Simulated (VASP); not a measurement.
# Re (P6_3/mmc) in VASP: settings compared

Aim: see how the results for Re move with the level of theory and the settings. Levels: PBE, PBEsol. Tasks: single point, relaxation of cell and atoms.

All numbers are computed with VASP 6.6.1; they aren't measurements. Logs are shortened: lines on timing, memory, paths and dates and some standing lists are left out, and cuts for length are marked.

### Step 1. The cell of the first run

It takes space group P6_3/mmc (No. 194, hexagonal). Conventional cell: a = 2.766 Å, b = 2.766 Å, c = 8.939 Å, α = 90.00°, β = 90.00°, γ = 120.00°. Re (site symmetry -6m2) has 12 Re at 2.75 to 2.77 Å within 3.6 Å. Re (site symmetry -3m) has 12 Re at 2.75 to 2.77 Å within 3.6 Å.

### Step 2. Single point, PBE

INCAR

```
SYSTEM = Re
PREC = Accurate
ENCUT = 520
EDIFF = 1E-6
ISMEAR = -1
SIGMA = 0.05
LREAL = .False.
LASPH = .True.
NELM = 100
ALGO = Normal
ISIF = 2
LWAVE = .False.
LCHARG = .True.
GGA = PE
LELF = .True.
LVHAR = .True.
NBANDS = 22
```

KPOINTS

```
regular mesh
0
Gamma
  15 15 4
  0 0 0
```

POSCAR

```
Re
1.0
    2.7663873939      0.0000000000      0.0000000000
   -1.3831936969      2.3957617598      0.0000000000
    0.0000000000      0.0000000000      8.9388451600
Re
4
Direct
    0.6666666667      0.3333333333      0.7500000000
    0.0000000000      0.0000000000      0.5000000000
    0.3333333333      0.6666666667      0.2500000000
    0.0000000000      0.0000000000      0.0000000000
```

Potentials or basis: VASP PAW PBE potentials, release 64 (Re).

On the command line:

```
$ cat potpaw_PBE.64/Re/POTCAR > POTCAR
$ mpirun -np 1 vasp_std > vasp.out
```

OUTCAR:

```text
SYSTEM = Re
   PREC = Accurate
   ENCUT = 520
   EDIFF = 1E-6
   ISMEAR = -1
   LREAL = .False.
   LASPH = .True.
   NELM = 100
   ISIF = 2
   GGA = PE

 ion  position               nearest neighbor table
   1  0.667  0.333  0.750-   2 2.75   4 2.75   2 2.75   4 2.75   2 2.75   4 2.75
   2  0.000  0.000  0.500-   1 2.75   3 2.75   3 2.75   1 2.75   1 2.75   3 2.75
   3  0.333  0.667  0.250-   2 2.75   4 2.75   2 2.75   4 2.75   2 2.75   4 2.75
   4  0.000  0.000  0.000-   1 2.75   3 2.75   3 2.75   1 2.75   1 2.75   3 2.75

  LATTYP: Found a hexagonal cell.
 ALAT       =     2.7663873939
 C/A-ratio  =     3.2312340563

  Lattice vectors:

 A1 = (   2.7663873939,   0.0000000000,   0.0000000000)
 A2 = (  -1.3831936969,   2.3957617598,   0.0000000000)
 A3 = (   0.0000000000,   0.0000000000,   8.9388451600)

Analysis of symmetry for initial positions (statically):
=====================================================================
 Subroutine PRICEL returns:
 Original cell was already a primitive cell.

 Routine SETGRP: Setting up the symmetry group for a
 hexagonal supercell.

 Subroutine GETGRP returns: Found 24 space group operations
 (whereof 12 operations were pure point group operations)
 out of a pool of 24 trial point group operations.

The static configuration has the point symmetry D_3d.
 The point group associated with its full space group is D_6h.

Analysis of symmetry for dynamics (positions and initial velocities):
=====================================================================
 Subroutine PRICEL returns:
 Original cell was already a primitive cell.

 Routine SETGRP: Setting up the symmetry group for a
 hexagonal supercell.

 Subroutine GETGRP returns: Found 24 space group operations
 (whereof 12 operations were pure point group operations)
 out of a pool of 24 trial point group operations.

The dynamic configuration has the point symmetry D_3d.
 The point group associated with its full space group is D_6h.

 Subroutine INISYM returns: Found 24 space group operations
 (whereof 12 operations are pure point group operations),
 and found     1 'primitive' translations

----------------------------------------------------------------------------------------

                                     Primitive cell

  volume of cell :      59.2431

  direct lattice vectors                    reciprocal lattice vectors
     2.766387394  0.000000000  0.000000000     0.361482272  0.208701887  0.000000000
    -1.383193697  2.395761760  0.000000000     0.000000000  0.417403774  0.000000000
[... 90 lines left out ...]
   LREAL  =      F    real-space projection
   EDIFFG = 0.1E-04   stopping-criterion for IOM
   NSW    =      0    number of steps for IOM
   IBRION =     -1    ionic relax: 0-MD 1-quasi-New 2-CG
   NFREE  =      0    steps in history (QN), initial steepest desc. (CG)
   ISIF   =      2    stress and relaxation
   ISYM   =      2    0-nonsym 1-usesym 2-fastsym
   POTIM  = 0.5000    time-step for ionic-motion
   TEBEG  =    0.0;   TEEND  =   0.0 temperature during run
   PSTRESS=    0.0 pullay stress
   NELECT =      28.0000    total number of electrons
   NUPDOWN=      -1.0000    fix difference up-down
   EMIN   =  10.00;   EMAX   =-10.00  energy-range for DOS
   EFERMI =   0.00;   METHOD = LEGACY
   ISMEAR =    -1;   SIGMA  =   0.05  broadening in eV -4-tet -1-fermi 0-gaus
   EFERMI_NEDOS =   21; number of points for ismear=-14 and -15
   IALGO  =     38    algorithm
   IMIX   =      4    mixing-type and parameters
     AMIX     =   0.40;   BMIX     =  1.00
     AMIX_MAG =   1.60;   BMIX_MAG =  1.00
  volume/ion in A,a.u.               =      14.81        99.95
  Fermi-wavevector in a.u.,A,eV,Ry     =   1.275209  2.409796 22.125236  1.626159
  Thomas-Fermi vector in A             =   2.407934
   LORBIT       =      0    0 simple, 1 ext, 2 COOP (PROOUT), +10 PAW based schemes
   GGA     = PE    functional components
   LHFCALC =     F    Hartree Fock is set to
   AEXX    =    0.0000 exact exchange contribution
   IVDW    =     0    specifies the selected vdW correction
   LEPSILON=     F    determine dielectric tensor
   LRPA    =     F    only Hartree local field effects (RPA)
 non-spin polarized calculation
  energy-cutoff  :      520.00
  volume of cell :       59.24
 maximum number of plane-waves:      1609
 NGX is ok and might be reduce to    24
   NGX = 11   NGY = 11   NGZ = 33

 number of electron      27.9999999 magnetization

 Free energy of the ion-electron system (eV)
  ---------------------------------------------------
  ext. energy  EPLUGINS =         0.00000000
  ---------------------------------------------------
  free energy    TOTEN  =       -49.70757404 eV

  energy without entropy =      -49.68407310  energy(sigma->0) =      -49.69582357

 E-fermi :   7.9124     XC(G=0): -13.6945

 val. band max:        7.9086173250   @ k =   0.2000   0.0000   0.2500
 cond. band min:       7.9140658797   @ k =   0.2667   0.0000   0.0000
 fundamental gap:      0.0054485546
 Fermi energy:         7.9123741381

 k-point     1 :       0.0000    0.0000    0.0000
  band No.  band energies     occupation
      1      -2.0160      2.00000
      2       0.2888      2.00000
      3       0.3541      2.00000
      4       1.2445      2.00000
      5       5.3684      2.00000
      6       5.4633      2.00000
[... 589 lines left out ...]
     21      14.2753      0.00000
     22      14.7744      0.00000

 [... further k-points ...]

------------------------ aborting loop because EDIFF is reached ----------------------------------------

  FORCE on cell =-STRESS in cart. coord.  units (eV):
  Direction    XX          YY          ZZ          XY          YZ          ZX
  --------------------------------------------------------------------------------------
  -------------------------------------------------------------------------------------
  Total        1.2002363      1.2002363      0.8930023      0.0000000      0.0000000      0.0000000
  in kB       32.4593111     32.4593111     24.1504430      0.0000000      0.0000000      0.0000000
  external PRESSURE =      29.6896884 kB  Pullay stress =       0.0000000 kB

 VOLUME and BASIS-vectors are now :
 -----------------------------------------------------------------------------
  energy-cutoff  :      520.00
  volume of cell :       59.24
      direct lattice vectors                 reciprocal lattice vectors
     2.766387394  0.000000000  0.000000000     0.361482272  0.208701887  0.000000000
    -1.383193697  2.395761760  0.000000000     0.000000000  0.417403774  0.000000000
     0.000000000  0.000000000  8.938845160     0.000000000  0.000000000  0.111871274

 POSITION                                       TOTAL-FORCE (eV/Angst)
 -----------------------------------------------------------------------------------
      1.38319      0.79859      6.70413         0.000000      0.000000     -0.000000
      0.00000      0.00000      4.46942         0.000000      0.000000      0.000000
     -0.00000      1.59717      2.23471        -0.000000     -0.000000     -0.000000
      0.00000      0.00000      0.00000         0.000000      0.000000      0.000000
 -----------------------------------------------------------------------------------
    total drift:                               -0.000000      0.000000      0.000000

  FREE ENERGIE OF THE ION-ELECTRON SYSTEM (eV)
  ---------------------------------------------------
  free  energy   TOTEN  =       -49.7075740362 eV

  energy  without entropy=      -49.6840731020  energy(sigma->0) =      -49.69582357
```

OSZICAR:

```text
N       E                     dE             d eps       ncg     rms          rms(c)
DAV:   1     0.172035883866E+03    0.17204E+03   -0.12334E+04  6686   0.157E+03
DAV:   2    -0.261180295966E+02   -0.19815E+03   -0.17802E+03  6886   0.673E+02
DAV:   3    -0.502320071716E+02   -0.24114E+02   -0.20500E+02  6800   0.332E+02
DAV:   4    -0.522380653002E+02   -0.20061E+01   -0.17756E+01  5832   0.787E+01
DAV:   5    -0.525075239622E+02   -0.26946E+00   -0.24833E+00  6348   0.164E+01    0.597E+01
DAV:   6    -0.504352168805E+02    0.20723E+01   -0.21461E+00  5772   0.325E+01    0.242E+01
DAV:   7    -0.497306926054E+02    0.70452E+00   -0.16764E+00  6072   0.266E+01    0.118E+00
DAV:   8    -0.497198426831E+02    0.10850E-01   -0.10529E-01  6968   0.535E+00    0.677E-01
DAV:   9    -0.497087825318E+02    0.11060E-01   -0.29316E-02  6944   0.396E+00    0.375E-01
DAV:  10    -0.497074966390E+02    0.12859E-02   -0.37235E-03  6746   0.119E+00    0.747E-02
DAV:  11    -0.497075681414E+02   -0.71502E-04   -0.31036E-04  6370   0.243E-01    0.382E-02
DAV:  12    -0.497075731283E+02   -0.49870E-05   -0.42212E-05  6488   0.147E-01    0.178E-02
DAV:  13    -0.497075740362E+02   -0.90788E-06   -0.10840E-06  3402   0.337E-02
   1 F= -.49707574E+02 E0= -.49695824E+02  d E =-.235009E-01
```

It took 59 s on 1 thread of Intel Xeon 6975P-C (Granite Rapids), shared host; peak memory 0.23 GiB.

Results:

```yaml
Free_energy: -49.7076 eV
Pressure: 3.0 GPa
Band_gap_on_the_k_mesh: zero (bands 14 and 15 overlap by 2.53 eV)
```

Stress tensor (GPa, compression positive):
```
3.25 0.00 0.00
0.00 3.25 0.00
0.00 0.00 2.42
```

Levels at points of the mesh, in eV from the Fermi level:
```tsv
k point	band 11	band 12	band 13	band 14	band 15	band 16	band 17	band 18
(0.00, 0.00, 0.00)	-1.65	-1.24	-1.24	-1.12	-1.12	0.48	0.62	0.62
(0.00, 0.00, 0.50)	-1.46	-1.46	-1.46	-1.46	-1.13	-1.13	1.14	1.14
```

Caveat: spin-orbit coupling is left out, which moves the levels of the heavy elements.

[end of part 1 of 2]
